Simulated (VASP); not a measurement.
Write the native input for VASP 6.6.1 that does the following.

```
Task                   : single point
Functional             : PBE
Potentials or basis    : VASP PAW PBE potentials, release 64 (Y_sv, N)
Cutoff                 : 600 eV
k mesh                 : 14 × 14 × 14
Occupations            : gaussian, width 0.05 eV
Spin                   : no spin polarisation
Dipole correction      : no
Further INCAR settings : ALGO = Normal; EDIFF = 1e-06; NBANDS = 15
```

The structure of YN lies in POSCAR:

```
YN
1.0
    0.0000000000      2.4385000000      2.4385000000
    2.4385000000      0.0000000000      2.4385000000
    2.4385000000      2.4385000000      0.0000000000
Y N
1 1
Direct
    0.0000000000      0.0000000000      0.0000000000
    0.5000000000      0.5000000000      0.5000000000
```

One way to write it, as run:

INCAR

```
PREC     = Accurate       # precision mode
ENCUT    = 600            # plane-wave cutoff, eV
EDIFF    = 1E-6           # SCF threshold, eV
ISMEAR   = 0              # smearing method
SIGMA    = 0.05           # smearing width, eV
LREAL    = False          # projectors in reciprocal space
LASPH    = True           # aspherical terms in the spheres
NELM     = 120            # most SCF steps
ALGO     = Normal         # electronic algorithm
ISIF     = 2              # what is computed and relaxed
LWAVE    = False          # write WAVECAR
LCHARG   = False          # write CHGCAR
GGA      = PE             # functional
NBANDS   = 15             # bands
GGA_COMPAT= False
```

KPOINTS

```
Automatic mesh
0
Gamma
  14 14 14
```

Potentials or basis: VASP PAW PBE potentials, release 64 (Y_sv, N).

The run is started by

```console
$ cat potpaw_PBE.64/Y_sv/POTCAR potpaw_PBE.64/N/POTCAR > POTCAR
$ mpirun -np 1 vasp_std > vasp.out
```

It gave:

The pressure is 2.7 GPa. The band gap on the k mesh is 0.18 eV, indirect (least direct gap 0.56 eV).

Run time: 74 s on 1 thread of AMD EPYC 7R13, with other jobs on the host, peak memory 0.19 GiB.
